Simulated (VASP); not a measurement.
# EuOs3 (Pm-3m) in VASP: single point with r2SCAN

Aim: the single point of EuOs3 with r2SCAN.

Everything below comes from runs of VASP 6.6.1. Logs are shortened: lines on timing, memory, paths and dates and some standing lists are left out, and cuts for length are marked.

### 1 The cell of the first run

It takes space group Pm-3m (No. 221, cubic). Conventional cell: a = 4.063 Å, b = 4.063 Å, c = 4.063 Å, α = 90.00°, β = 90.00°, γ = 90.00°. Within 3.8 Å of Eu (site symmetry m-3m) lie 12 Os at 2.87 Å. Within 3.8 Å of Os (site symmetry 4/mmm) lie 4 Eu at 2.87 Å and 8 Os at 2.87 Å.

### 2 Single point, r2SCAN, collinear spin, ferromagnetic start

Contents of POSCAR:

```
EuOs3
1.0
    4.0634282070      0.0000000000      0.0000000000
    0.0000000000      4.0634282070      0.0000000000
    0.0000000000      0.0000000000      4.0634282070
Eu Os
1 3
Direct
    0.0000000000      0.0000000000      0.0000000000
    0.0000000000      0.5000000000      0.5000000000
    0.5000000000      0.5000000000      0.0000000000
    0.5000000000      0.0000000000      0.5000000000
```

Contents of INCAR.step1:

```
SYSTEM = EuOs3
  PREC = Accurate
  ENCUT = 520
  ISMEAR = 0
  SIGMA = 0.05
  LREAL = .False.
  LASPH = .True.
  NELM = 150
  ISPIN = 2
  MAGMOM = 7 0 0 0
  LMAXMIX = 6
  NBANDS = 32
  GGA = PE
  ALGO = Normal
  EDIFF = 1E-4
  LWAVE = .True.
  LCHARG = .False.
```

Contents of INCAR.step2:

```
SYSTEM = EuOs3
  PREC = Accurate
  ENCUT = 520
  EDIFF = 1E-6
  ISMEAR = 0
  SIGMA = 0.05
  LREAL = .False.
  LASPH = .True.
  NELM = 150
  ALGO = Normal
  ISIF = 2
  LWAVE = .False.
  LCHARG = .True.
  ISPIN = 2
  MAGMOM = 7 0 0 0
  LORBIT = 11
  LMAXMIX = 6
  METAGGA = R2SCAN
  LMIXTAU = .True.
  LELF = .True.
  LVHAR = .True.
  NBANDS = 32
  ISTART = 1
```

Contents of KPOINTS:

```
regular mesh
0
Gamma
  8 8 8
  0 0 0
```

Potentials or basis: VASP PAW PBE potentials, release 64 (Eu, Os).

Started as:

```bash
> cat potpaw_PBE.64/Eu/POTCAR potpaw_PBE.64/Os/POTCAR > POTCAR
> cp INCAR.step1 INCAR
> mpirun -np 1 vasp_std > vasp.out
> cp INCAR.step2 INCAR
> mpirun -np 1 vasp_std > vasp.out
```

OUTCAR:

```text
SYSTEM = EuOs3
   PREC = Accurate
   ENCUT = 520
   EDIFF = 1E-6
   ISMEAR = 0
   LREAL = .False.
   LASPH = .True.
   NELM = 150
   ISIF = 2
   ISPIN = 2
   LORBIT = 11
   METAGGA = R2SCAN
   ISTART = 1

 ion  position               nearest neighbor table
   1  0.000  0.000  0.000-   2 2.87   3 2.87   4 2.87   2 2.87   4 2.87   2 2.87   3 2.87   2 2.87
                             3 2.87   4 2.87   4 2.87   3 2.87
   2  0.000  0.500  0.500-   1 2.87   3 2.87   4 2.87   1 2.87   3 2.87   1 2.87   4 2.87   1 2.87
                             3 2.87   4 2.87   3 2.87   4 2.87
   3  0.500  0.500  0.000-   1 2.87   2 2.87   4 2.87   2 2.87   4 2.87   1 2.87   4 2.87   4 2.87
                             1 2.87   2 2.87   2 2.87   1 2.87
   4  0.500  0.000  0.500-   1 2.87   2 2.87   3 2.87   1 2.87   3 2.87   2 2.87   3 2.87   3 2.87
                             1 2.87   2 2.87   1 2.87   2 2.87

  LATTYP: Found a simple cubic cell.
 ALAT       =     4.0634282070

  Lattice vectors:

 A1 = (   4.0634282070,   0.0000000000,   0.0000000000)
 A2 = (   0.0000000000,   4.0634282070,   0.0000000000)
 A3 = (   0.0000000000,   0.0000000000,   4.0634282070)

Analysis of symmetry for initial positions (statically):
=====================================================================
 Subroutine PRICEL returns:
 Original cell was already a primitive cell.

 Routine SETGRP: Setting up the symmetry group for a
 simple cubic supercell.

 Subroutine GETGRP returns: Found 48 space group operations
 (whereof 48 operations were pure point group operations)
 out of a pool of 48 trial point group operations.

The static configuration has the point symmetry O_h .

Analysis of symmetry for dynamics (positions and initial velocities):
=====================================================================
 Subroutine PRICEL returns:
 Original cell was already a primitive cell.

 Routine SETGRP: Setting up the symmetry group for a
 simple cubic supercell.

 Subroutine GETGRP returns: Found 48 space group operations
 (whereof 48 operations were pure point group operations)
 out of a pool of 48 trial point group operations.

The dynamic configuration has the point symmetry O_h .

Analysis of structural, dynamic, and magnetic symmetry:
=====================================================================
 Subroutine PRICEL returns:
 Original cell was already a primitive cell.

 Routine SETGRP: Setting up the symmetry group for a
 simple cubic supercell.

 Subroutine GETGRP returns: Found 48 space group operations
 (whereof 48 operations were pure point group operations)
 out of a pool of 48 trial point group operations.

The overall configuration has the point symmetry O_h .

 Subroutine INISYM returns: Found 48 space group operations
 (whereof 48 operations are pure point group operations),
 and found     1 'primitive' translations

----------------------------------------------------------------------------------------

                                     Primitive cell

  volume of cell :      67.0931

  direct lattice vectors                    reciprocal lattice vectors
     4.063428207  0.000000000  0.000000000     0.246097617  0.000000000  0.000000000
     0.000000000  4.063428207  0.000000000     0.000000000  0.246097617  0.000000000
     0.000000000  0.000000000  4.063428207     0.000000000  0.000000000  0.246097617

  length of vectors
     4.063428207  4.063428207  4.063428207     0.246097617  0.246097617  0.246097617

  position of ions in fractional coordinates (direct lattice)
     0.000000000  0.000000000  0.000000000
     0.000000000  0.500000000  0.500000000
     0.500000000  0.500000000  0.000000000
     0.500000000  0.000000000  0.500000000

  ion indices of the primitive-cell ions
   primitive index   ion index
                 1           1
                 2           2
                 3           3
                 4           4

----------------------------------------------------------------------------------------

[... 25 lines left out ...]
            Coordinates               Weight
  0.000000  0.000000  0.000000      1.000000
  0.125000  0.000000  0.000000      6.000000
  0.250000  0.000000  0.000000      6.000000
  0.375000  0.000000  0.000000      6.000000
  0.500000  0.000000  0.000000      3.000000
  0.125000  0.125000  0.000000     12.000000
[... 16 lines left out ...]
  0.375000  0.375000  0.125000     24.000000
  0.500000  0.375000  0.125000     24.000000
 [... further k-points ...]
   k-points           NKPTS =     35   k-points in BZ     NKDIM =     35   number of bands    NBANDS=     32
   number of dos      NEDOS =    301   number of ions     NIONS =      4
   total plane-waves  NPLWV =  27000
   dimension x,y,z NGX =    30 NGY =   30 NGZ =   30
   dimension x,y,z NGXF=    60 NGYF=   60 NGZF=   60
   ions per type =               1   3
   NGX,Y,Z   is equivalent  to a cutoff of  12.27, 12.27, 12.27 a.u.
   NGXF,Y,Z  is equivalent  to a cutoff of  24.55, 24.55, 24.55 a.u.
 SYSTEM =  EuOs3
   PREC   = accura    normal or accurate (medium, high low for compatibility)
   ISTART =      1    job   : 0-new  1-cont  2-samecut
   ICHARG =      0    charge: 1-file 2-atom 10-const
   ISPIN  =      2    spin polarized calculation?
   LNONCOLLINEAR =      F non collinear calculations
   LSORBIT =      F    spin-orbit coupling
   LASPH  =      T    aspherical Exc in radial PAW
   ENCUT  =  520.0 eV  38.22 Ry    6.18 a.u.   7.56  7.56  7.56*2*pi/ulx,y,z
   NELM   =    150;   NELMIN=  2; NELMDL=  0     # of ELM steps
   EDIFF  = 0.1E-05   stopping-criterion for ELM
   LREAL  =      F    real-space projection
   EDIFFG = 0.1E-04   stopping-criterion for IOM
   NSW    =      0    number of steps for IOM
   IBRION =     -1    ionic relax: 0-MD 1-quasi-New 2-CG
   NFREE  =      0    steps in history (QN), initial steepest desc. (CG)
   ISIF   =      2    stress and relaxation
   ISYM   =      2    0-nonsym 1-usesym 2-fastsym
   POTIM  = 0.5000    time-step for ionic-motion
   TEBEG  =    0.0;   TEEND  =   0.0 temperature during run
   PSTRESS=    0.0 pullay stress
   NELECT =      41.0000    total number of electrons
   NUPDOWN=      -1.0000    fix difference up-down
   EMIN   =  10.00;   EMAX   =-10.00  energy-range for DOS
   EFERMI =   0.00;   METHOD = LEGACY
   ISMEAR =     0;   SIGMA  =   0.05  broadening in eV -4-tet -1-fermi 0-gaus
   EFERMI_NEDOS =   21; number of points for ismear=-14 and -15
   IALGO  =     38    algorithm
   IMIX   =      4    mixing-type and parameters
     AMIX     =   0.40;   BMIX     =  1.00
     AMIX_MAG =   1.60;   BMIX_MAG =  1.00
  volume/ion in A,a.u.               =      16.77       113.19
  Fermi-wavevector in a.u.,A,eV,Ry     =   1.389239  2.625280 26.259027  1.929984
  Thomas-Fermi vector in A             =   2.513288
   LORBIT       =     11    0 simple, 1 ext, 2 COOP (PROOUT), +10 PAW based schemes
   METAGGA = R2SCAN    functional components
   LHFCALC =     F    Hartree Fock is set to
   AEXX    =    0.0000 exact exchange contribution
   IVDW    =     0    specifies the selected vdW correction
   LEPSILON=     F    determine dielectric tensor
   LRPA    =     F    only Hartree local field effects (RPA)
 spin polarized calculation
 Gauss-broadening in eV      SIGMA  =   0.05
  energy-cutoff  :      520.00
  volume of cell :       67.09
 maximum number of plane-waves:      1856
   NGX = 15   NGY = 15   NGZ = 15

 number of electron      41.0000000 magnetization       4.9349963

 Free energy of the ion-electron system (eV)
  ---------------------------------------------------
  ext. energy  EPLUGINS =         0.00000000
  ---------------------------------------------------
  free energy    TOTEN  =      -195.67863843 eV

  energy without entropy =     -195.67406346  energy(sigma->0) =     -195.67635094

 E-fermi :   6.2916     XC(G=0): -14.1559

 val. band max:        6.2874077866   @ k =   0.5000   0.3750   0.2500
 cond. band min:       6.2924816193   @ k =   0.2500   0.2500   0.1250
 fundamental gap:      0.0050738327
 Fermi energy:         6.2915677505

 spin component 1

 k-point     1 :       0.0000    0.0000    0.0000
  band No.  band energies     occupation
      1     -35.6601      1.00000
      2     -13.7150      1.00000
      3     -13.7150      1.00000
      4     -13.7150      1.00000
      5      -2.0757      1.00000
      6       0.9175      1.00000
[... 829 lines left out ...]
     31      11.1248      0.00000
     32      11.3661      0.00000

 [... further k-points ...]

 spin component 2

 k-point     1 :       0.0000    0.0000    0.0000
  band No.  band energies     occupation
      1     -32.3455      1.00000
      2     -11.4439      1.00000
      3     -11.4439      1.00000
      4     -11.4439      1.00000
      5      -1.9387      1.00000
      6       0.8595      1.00000
[... 829 lines left out ...]
     31      11.8637      0.00000
     32      12.1007      0.00000

 [... further k-points ...]

------------------------ aborting loop because EDIFF is reached ----------------------------------------

  FORCE on cell =-STRESS in cart. coord.  units (eV):
  Direction    XX          YY          ZZ          XY          YZ          ZX
  --------------------------------------------------------------------------------------
  -------------------------------------------------------------------------------------
  Total       -0.8054397     -0.8054397     -0.8054397      0.0000000     -0.0000000      0.0000000
  in kB      -19.2338336    -19.2338336    -19.2338336      0.0000000     -0.0000000      0.0000000
  external PRESSURE =     -19.2338336 kB  Pullay stress =       0.0000000 kB

 VOLUME and BASIS-vectors are now :
 -----------------------------------------------------------------------------
  energy-cutoff  :      520.00
  volume of cell :       67.09
      direct lattice vectors                 reciprocal lattice vectors
     4.063428207  0.000000000  0.000000000     0.246097617  0.000000000  0.000000000
     0.000000000  4.063428207  0.000000000     0.000000000  0.246097617  0.000000000
     0.000000000  0.000000000  4.063428207     0.000000000  0.000000000  0.246097617

 POSITION                                       TOTAL-FORCE (eV/Angst)
 -----------------------------------------------------------------------------------
      0.00000      0.00000      0.00000         0.000000      0.000000      0.000000
      0.00000      2.03171      2.03171         0.000000      0.000000      0.000000
      2.03171      2.03171      0.00000         0.000000      0.000000      0.000000
      2.03171      0.00000      2.03171         0.000000      0.000000      0.000000
 -----------------------------------------------------------------------------------
    total drift:                               -0.000000      0.000000     -0.000000

  FREE ENERGIE OF THE ION-ELECTRON SYSTEM (eV)
  ---------------------------------------------------
  free  energy   TOTEN  =      -195.6786384283 eV

  energy  without entropy=     -195.6740634577  energy(sigma->0) =     -195.67635094

 total charge

# of ion       s       p       d       f       tot
--------------------------------------------------
    1        2.099   5.794   0.861   6.290  15.044
    2        0.649   0.477   6.042   0.000   7.167
    3        0.649   0.477   6.042   0.000   7.167
    4        0.649   0.477   6.042   0.000   7.167
--------------------------------------------------
tot          4.045   7.224  18.987   6.290  36.545

 magnetization (x)

# of ion       s       p       d       f       tot
--------------------------------------------------
    1       -0.003  -0.153   0.146   6.100   6.089
    2       -0.011   0.027  -0.533   0.000  -0.518
    3       -0.011   0.027  -0.533   0.000  -0.518
    4       -0.011   0.027  -0.533   0.000  -0.518
--------------------------------------------------
tot         -0.037  -0.073  -1.454   6.100   4.535
```

It took 11 min on 1 thread of AMD EPYC 9R45 (Zen 5), shared host; peak memory 0.27 GiB.

What came out:

```yaml
Free_energy: -195.6786 eV
Pressure: -1.9 GPa
Net_moment: 4.93 μB per cell
Site_moments: Eu +6.09; Os -0.52 μB
Valence_electrons_inside_the_program's_atomic_spheres: Eu 15.04; Os 7.17
```

Caveat: the PAW data sets were made with another functional, which shifts forces and pressure a little; spin-orbit coupling is left out, which moves the levels of the heavy elements; semilocal functionals describe open f shells poorly, which spoils levels, moments and volumes. The state reached can hang on the start; a lower one may exist.
